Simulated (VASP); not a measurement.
Input of a VASP 6.6.1 run:

Contents of INCAR:

```
PREC = Accurate
ENCUT = 600
EDIFF = 1E-6
ISMEAR = 0
SIGMA = 0.1
LREAL = F
LASPH = T
NELM = 100
ALGO = Normal
ISIF = 3
LWAVE = F
LCHARG = F
IBRION = 2
NSW = 100
EDIFFG = -0.002
```

KPOINTS

```
regular mesh
0
Gamma
  12 12 12
```

The input POSCAR:

```
CaAs2Pd2
1.0
   -2.1548951894      2.1548951894      5.1133625126
    2.1548951894     -2.1548951894      5.1133625126
    2.1548951894      2.1548951894     -5.1133625126
Ca As Pd
1 2 2
Direct
    0.0000000000      0.0000000000      0.0000000000
    0.3797473200      0.3797473200      0.0000000000
    0.6202526800      0.6202526800      0.0000000000
    0.7500000000      0.2500000000      0.5000000000
    0.2500000000      0.7500000000      0.5000000000
```

Potentials or basis: VASP PAW LDA potentials, release 64 (Ca_sv, As, Pd).

Command:

```bash
$ cat potpaw_LDA.64/Ca_sv/POTCAR potpaw_LDA.64/As/POTCAR potpaw_LDA.64/Pd/POTCAR > POTCAR
$ mpirun -np 1 vasp_std > vasp.out
```

(1) Estimate the relaxed volume.

(2) Predict the relaxed cell.

(3) Estimate the band gap on the k mesh.

(4) What does it give for the space group after relaxing (to 0.1 Å)?

Results:

(1) 18.07 Å³/atom.

(2) a = 5.853 Å, b = 5.853 Å, c = 5.853 Å, α = 137.53°, β = 137.53°, γ = 61.62°.

(3) zero (bands 20 and 21 overlap by 2.19 eV).

(4) I4/mmm (No. 139).
